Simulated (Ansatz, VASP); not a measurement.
**Nb: VASP beside Ansatz**

```
Nb
1.0
     2.80537    0.00000    0.00000
    -1.40269    2.42952    0.00000
     0.00000    0.00000   10.26885
Nb
4
Direct
  0.00000 0.00000 0.00000
  0.00000 0.00000 0.50000
  0.33333 0.66667 0.25000
  0.66667 0.33333 0.75000
```

Alike in both runs: task single point; functional RPBE; k mesh 14 × 14 × 4; occupations fermi-dirac, width 0.1 eV; no spin polarisation.

```csv
,VASP,Ansatz
version,VASP 6.6.1,Ansatz 0.2.0
potentials or method,"VASP PAW PBE potentials, release 64 (Nb_sv), cutoff 520 eV","plane waves (420 eV) with PAW, scalar-relativistic"
valence electrons in the cell,52,52
```

```tsv
	VASP	Ansatz	Ansatz less VASP
pressure (GPa)	14.6	15.0	+0.38
traceless stress, the component that is largest in VASP (GPa)	-0.84	-0.81	+0.024
```

VASP's potentials were made for PBE, not for RPBE. With one functional, cell and mesh, what is left measures potentials, basis and numerics.
